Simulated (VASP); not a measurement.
Set up this calculation in VASP 6.6.1, as the native input.

* Task: single point
* Functional: r2SCAN
* Potentials or basis: VASP PAW PBE potentials, release 64 (B, Bi_d)
* Cutoff: 520 eV
* k mesh: 6 × 6 × 4
* Occupations: fermi-dirac, width 0.02 eV
* Spin: no spin polarisation
* Dipole correction: no
* Further INCAR settings: ALGO = Normal; EDIFF = 1e-07; NBANDS = 26

BiB:

```
B Bi
1.0
     3.82653    0.00000    0.00000
    -1.91326    3.31387    0.00000
     0.00000    0.00000    6.31104
B Bi
2 2
Direct
  0.33333 0.66667 0.00024
  0.66667 0.33333 0.50024
  0.33333 0.66667 0.37476
  0.66667 0.33333 0.87476
```

This cell differs from its parent crystal: volume changed by -3%.

The input as run:

POSCAR

```
BiB
1.0
    3.8265276136      0.0000000000      0.0000000000
   -1.9132638068      3.3138701217      0.0000000000
    0.0000000000      0.0000000000      6.3110439672
B Bi
2 2
Direct
    0.3333333333      0.6666666667      0.0002433735
    0.6666666667      0.3333333333      0.5002433735
    0.3333333333      0.6666666667      0.3747566265
    0.6666666667      0.3333333333      0.8747566265
```

INCAR.step1

```
SYSTEM = BiB
PREC = Accurate
ENCUT = 520
ISMEAR = -1
SIGMA = 0.02
LREAL = .False.
LASPH = .True.
NELM = 80
NBANDS = 26
GGA = PE
ALGO = Normal
EDIFF = 1E-4
LWAVE = .True.
LCHARG = .False.
```

INCAR.step2

```
SYSTEM = BiB
PREC = Accurate
ENCUT = 520
EDIFF = 1E-7
ISMEAR = -1
SIGMA = 0.02
LREAL = .False.
LASPH = .True.
NELM = 80
ALGO = Normal
ISIF = 2
LWAVE = .False.
LCHARG = .False.
METAGGA = R2SCAN
LMIXTAU = .True.
NBANDS = 26
ISTART = 1
```

KPOINTS

```
regular mesh
0
Gamma
  6 6 4
  0 0 0
```

Potentials or basis: VASP PAW PBE potentials, release 64 (B, Bi_d).

Launch:

```sh
$ cat potpaw_PBE.64/B/POTCAR potpaw_PBE.64/Bi_d/POTCAR > POTCAR
$ cp INCAR.step1 INCAR
$ mpirun -np 1 vasp_std > vasp.out
$ cp INCAR.step2 INCAR
$ mpirun -np 1 vasp_std > vasp.out
```

It gave:

The pressure is 2.5 GPa. The largest force is 0.010 eV/Å and the band gap on the k mesh is 0.30 eV, direct.

Caveat: the PAW data sets were made with another functional, which shifts forces and pressure a little; spin-orbit coupling is left out, which moves the levels of the heavy elements.

It took 2.4 min on 1 thread of Intel Xeon 6975P-C, on a shared host, peak memory 0.21 GiB.
